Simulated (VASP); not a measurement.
Here is a VASP 6.6.1 calculation.

INCAR

```
PREC = Accurate
ENCUT = 520
EDIFF = 1E-7
ISMEAR = 0
SIGMA = 0.15
LREAL = False
LASPH = True
NELM = 150
ALGO = Normal
ISIF = 2
LWAVE = False
LCHARG = False
ISPIN = 2
MAGMOM = 1.05 0.17
LORBIT = 11
LMAXMIX = 4
GGA = PS
NBANDS = 19
```

Contents of KPOINTS:

```
regular mesh
0
Gamma
  20 20 20
```

POSCAR

```
NiO
1.0
    0.0000000000      2.0913100000      2.0913100000
    2.0913100000      0.0000000000      2.0913100000
    2.0913100000      2.0913100000      0.0000000000
Ni O
1 1
Direct
    0.0000000000      0.0000000000      0.0000000000
    0.5000000000      0.5000000000      0.5000000000
```

Potentials or basis: VASP PAW PBE potentials, release 64 (Ni, O).

Command:

```bash
$ cat potpaw_PBE.64/Ni/POTCAR potpaw_PBE.64/O/POTCAR > POTCAR
$ mpirun -np 1 vasp_std > vasp.out
```

**Question.** Predict the pressure.

**Answer.** -8.7 GPa.

**Question.** Predict the site moments.

**Answer.** Ni +1.17; O +0.20 μB.

Caveat: the PAW data sets were made with another functional, which shifts forces and pressure a little; a cell with one magnetic atom can't hold antiferromagnetic order, which such compounds often take.
